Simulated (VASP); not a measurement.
Set up this calculation in VASP 6.6.1, as the native input.

```
Task                   : single point
Functional             : PBE
Potentials or basis    : VASP PAW PBE potentials, release 64 (Mg, S)
Cutoff                 : 520 eV
k mesh                 : 8 × 8 × 8
Occupations            : fermi-dirac, width 0.02 eV
Spin                   : no spin polarisation
Dipole correction      : no
Further INCAR settings : ALGO = Normal; EDIFF = 1e-07; NBANDS = 11
```

The structure of MgS lies in POSCAR:

```
MgS
1.0
    0.0000000000      2.6148774647      2.6148774647
    2.6148774647      0.0000000000      2.6148774647
    2.6148774647      2.6148774647      0.0000000000
Mg S
1 1
Direct
    0.0000000000      0.0000000000      0.0000000000
    0.5000000000      0.5000000000      0.5000000000
```

These files were run (other wordings do the same):

INCAR

```
SYSTEM = MgS
PREC = Accurate ; ENCUT = 520
EDIFF = 1E-7 ; ISMEAR = -1
SIGMA = 0.02 ; LREAL = .FALSE.
LASPH = .TRUE. ; NELM = 80
ALGO = Normal ; ISIF = 2
LWAVE = .FALSE. ; LCHARG = .TRUE.
GGA = PE ; LELF = .TRUE.
LVHAR = .TRUE. ; NBANDS = 11
```

KPOINTS

```
regular mesh
0
G
  8 8 8
  0 0 0
```

Potentials or basis: VASP PAW PBE potentials, release 64 (Mg, S).

The run is started by

```bash
$ cat potpaw_PBE.64/Mg/POTCAR potpaw_PBE.64/S/POTCAR > POTCAR
$ mpirun -np 1 vasp_std > vasp.out
```

It gave:

```
Pressure               : -0.3 GPa
Band gap on the k mesh : 2.74 eV, indirect (least direct gap 3.59 eV)
```

It took 5.7 s on 1 thread of Intel(R) Xeon(R) 6975P-C (Granite Rapids), on a shared host, peak memory 0.15 GiB.
